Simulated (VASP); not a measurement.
Here is a VASP 6.6.1 calculation.

File INCAR:

```
SYSTEM = WC
ALGO = Normal
EDIFF = 1E-6
ENCUT = 1300
GGA = CA
GGA_COMPAT = .False.
ISIF = 2
ISMEAR = 0
LASPH = .True.
LCHARG = .False.
LREAL = .False.
LWAVE = .False.
NBANDS = 16
NELM = 120
PREC = Accurate
SIGMA = 0.1
```

Contents of KPOINTS:

```
k-points
0
Gamma
  9 9 6
  0 0 0
```

POSCAR

```
WC
1.0
    2.8820700000      0.0000000000      0.0000000000
   -1.4410350000      2.4959458400      0.0000000000
    0.0000000000      0.0000000000      2.8238700000
W C
1 1
Direct
    0.0000000000      0.0000000000      0.0000000000
    0.6666666700      0.3333333300      0.5000000000
```

Potentials or basis: VASP PAW LDA potentials, release 64 (W_sv, C_h).

Command:

```sh
$ cat potpaw_LDA.64/W_sv/POTCAR potpaw_LDA.64/C_h/POTCAR > POTCAR
$ mpirun -np 1 vasp_std > vasp.out
```

Problem. What does it give for the pressure?

Solution. 1.3 GPa.

Problem. Estimate the band gap on the k mesh.

Solution. Zero (bands 9 and 10 overlap by 1.18 eV).

Stress tensor (GPa, compression positive):
```
 3.10  0.00  0.00
 0.00  3.10  0.00
 0.00  0.00 -2.29
```

Caveat: the k points lie up to 0.37 Å⁻¹ apart, too coarse for converged energies and pressures of a metal; spin-orbit coupling is left out, which moves the levels of the heavy elements.
